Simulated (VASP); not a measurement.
Here is a VASP 6.6.1 calculation.

Contents of INCAR:

```
PREC = Accurate
ENCUT = 520
EDIFF = 1E-6
ISMEAR = 0
SIGMA = 0.1
LREAL = F
LASPH = T
NELM = 60
ALGO = Normal
ISIF = 2
LWAVE = F
LCHARG = F
GGA = PE
IVDW = 12
NBANDS = 16
```

The input KPOINTS:

```
regular mesh
0
Gamma
  18 18 6
```

POSCAR

```
C
1.0
    1.2317380897     -2.1320320823      0.0000000000
    1.2317380897      2.1320320823      0.0000000000
    0.0000000000      0.0000000000      6.6070787909
C
4
Direct
    0.0833039472      0.9166960528      0.7500000000
    0.5833039472      0.4166960528      0.2500000000
    0.9166960528      0.0833039472      0.2500000000
    0.4166960528      0.5833039472      0.7500000000
```

Potentials or basis: VASP PAW PBE potentials, release 64 (C).

Launch:

```console
$ cat potpaw_PBE.64/C/POTCAR > POTCAR
$ mpirun -np 1 vasp_std > vasp.out
```

Task: What does it give for the pressure?

Result: 1.6 GPa.

Task: What does it give for the band gap on the k mesh?

Result: Zero (filled and empty bands touch).

Task: Predict the dispersion energy per atom.

Result: -0.159 eV.

Stress tensor (GPa, compression positive):
```
1.84 0.00 0.00
0.00 1.84 0.00
0.00 0.00 1.04
```
